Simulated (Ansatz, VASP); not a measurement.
SrTiO3: VASP beside Ansatz

File INCAR:

```
ALGO = Normal
EDIFF = 1E-6
EDIFFG = -0.005
ENCUT = 600
GGA = PE
IBRION = 2
ISIF = 3
ISMEAR = 0
LASPH = True
LCHARG = False
LREAL = False
LWAVE = False
NELM = 60
NSW = 100
PREC = Accurate
SIGMA = 0.02
```

Contents of KPOINTS:

```
k-points
0
Gamma
  8 8 8
```

The input POSCAR:

```
SrTiO3
1.0
    3.9052800000      0.0000000000      0.0000000000
    0.0000000000      3.9052800000      0.0000000000
    0.0000000000      0.0000000000      3.9052800000
Sr Ti O
1 1 3
Direct
    0.5000000000      0.5000000000      0.5000000000
    0.0000000000      0.0000000000      0.0000000000
    0.5000000000      0.0000000000      0.0000000000
    0.0000000000      0.5000000000      0.0000000000
    0.0000000000      0.0000000000      0.5000000000
```

Input for Ansatz:

```yaml
crystal:
  lattice:
    - [3.90528, 0.0, 0.0]
    - [0.0, 3.90528, 0.0]
    - [0.0, 0.0, 3.90528]
  atoms:
    - { symbol: Sr, position: [0.5, 0.5, 0.5] }
    - { symbol: Ti, position: [0.0, 0.0, 0.0] }
    - { symbol: O, position: [0.5, 0.0, 0.0] }
    - { symbol: O, position: [0.0, 0.5, 0.0] }
    - { symbol: O, position: [0.0, 0.0, 0.5] }
basis:
  ecutwfc: 420
kpoints:
  mp_grid: { grid: [8, 8, 8] }
hamiltonian:
  xc: pbe
scf:
  occupations: { method: gaussian, width: 0.02 }
output:
  forces: true
  stress: true
  eigenvalues: true
relax:
  adjacent_minimum: "off"
  f_tol: 0.005
  max_steps: 80
  cell: { stress_tol: 0.05 }
```

Alike in both runs: task relaxation of cell and atoms; functional PBE; k mesh 8 × 8 × 8; occupations gaussian, width 0.02 eV; no spin polarisation.

|  | VASP | Ansatz |
| --- | --- | --- |
| version | VASP 6.6.1 | Ansatz 0.2.0 |
| potentials or method | VASP PAW PBE potentials, release 64 (Sr_sv, Ti_sv, O), cutoff 600 eV | scalar-relativistic, plane waves, PAW |
| valence electrons in the cell | 40 | 40 |

Ansatz gave:

```
gap on the k mesh at the Fermi level, each at its own relaxed structure (eV)  : 1.84
relaxed volume (Å³/atom)                                                      : 12.20
relaxed length of the cell vector where the two differ most in proportion (Å) : 3.936
```

**Question.** Which values does VASP return?

**Answer.** gap on the k mesh at the Fermi level, each at its own relaxed structure (eV): 1.81; relaxed volume (Å³/atom): 12.23; relaxed length of the cell vector where the two differ most in proportion (Å): 3.940.
